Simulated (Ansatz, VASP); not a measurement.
## GaN: VASP beside Ansatz

```xyz
4
Lattice="3.1518 0.0000 0.0000 -1.5759 2.7295 0.0000 0.0000 0.0000 5.1384" Properties=species:S:1:pos:R:3 pbc="T T T"
Ga    0.0000    1.8197   -0.0036
Ga    1.5759    0.9098    2.5656
N     0.0000    1.8197    1.9305
N     1.5759    0.9098    4.4997
```

Alike in both runs: task relaxation of cell and atoms; functional LDA; k mesh 12 × 12 × 6; no spin polarisation.

```csv
,VASP,Ansatz
version,VASP 6.6.1,Ansatz 0.2.0
potentials or method,"VASP PAW LDA potentials, release 64 (Ga_d, N), cutoff 600 eV","scalar-relativistic, plane waves, PAW"
occupations,"gaussian, width 0.01 eV",fixed
valence electrons in the cell,36,36
```

Ansatz gave:

| Quantity | Value |
| --- | --- |
| gap on the k mesh at the Fermi level, each at its own relaxed structure (eV) | 2.13 |
| relaxed volume (Å³/atom) | 11.05 |
| relaxed length of the cell vector where the two differ most in proportion (Å) | 3.152 |

Problem. Which values does VASP return?

Solution. gap on the k mesh at the Fermi level, each at its own relaxed structure (eV): 2.11; relaxed volume (Å³/atom): 11.11; relaxed length of the cell vector where the two differ most in proportion (Å): 3.157.

LDA's correlation is that of Perdew and Zunger in VASP and of Perdew and Wang (1992) in Ansatz.
